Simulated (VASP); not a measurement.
Crystal: As.

```xyz
2
Lattice="1.8808 1.0859 3.5141 -1.8808 1.0859 3.5141 0.0000 -2.1718 3.5141" Properties=species:S:1:pos:R:3 pbc="T T T"
As    0.0000    0.0000    2.3825
As    0.0000    0.0000    8.1597
```

| Quantity | Value |
| --- | --- |
| Program | VASP 6.6.1 |
| Task | relaxation of cell and atoms |
| Functional | PBE |
| Potentials or basis | VASP PAW PBE potentials, release 64 (As) |
| Cutoff | 600 eV |
| k mesh | 9 × 9 × 9 |
| Occupations | fermi-dirac, width 0.05 eV |
| Spin | no spin polarisation |

At the start: pressure 4.0 GPa; volume 21.53 Å³/atom.

**Question.** How do energy, volume and symmetry change on relaxing?

**Answer.** Over 13 steps the energy falls by 14.6 meV/atom and the volume is 22.59 Å³/atom (+4.9 %); space group R-3m (No. 166, to 0.05 Å).

The path:
```csv
step,energy change (eV),largest force (eV/Å),pressure (GPa),volume (Å³)
1,0.0000,0.4890,4.03,43.06
2,-0.0111,0.3822,-2.65,46.52
3,-0.0290,0.0237,0.04,44.94
4,-0.0290,0.0143,0.11,44.90
5,-0.0290,0.0070,0.09,44.95
6,-0.0291,0.0157,0.03,45.08
7,-0.0292,0.0013,-0.03,45.14
8,-0.0292,0.0153,-0.11,45.20
9,-0.0292,0.0152,-0.07,45.19
10,-0.0292,0.0153,-0.04,45.19
11,-0.0292,0.0151,0.02,45.19
12,-0.0292,0.0151,-0.01,45.19
13,-0.0292,0.0076,0.01,45.18
```

Final structure:
```yaml
crystal:
  lattice:
    - [1.90719, 1.10112, 3.58589]
    - [-1.90719, 1.10112, 3.58589]
    - [0.00000, -2.20223, 3.58589]
  atoms:
    - { symbol: As, position: [0.22682, 0.22682, 0.22682] }
    - { symbol: As, position: [0.77318, 0.77318, 0.77318] }
```
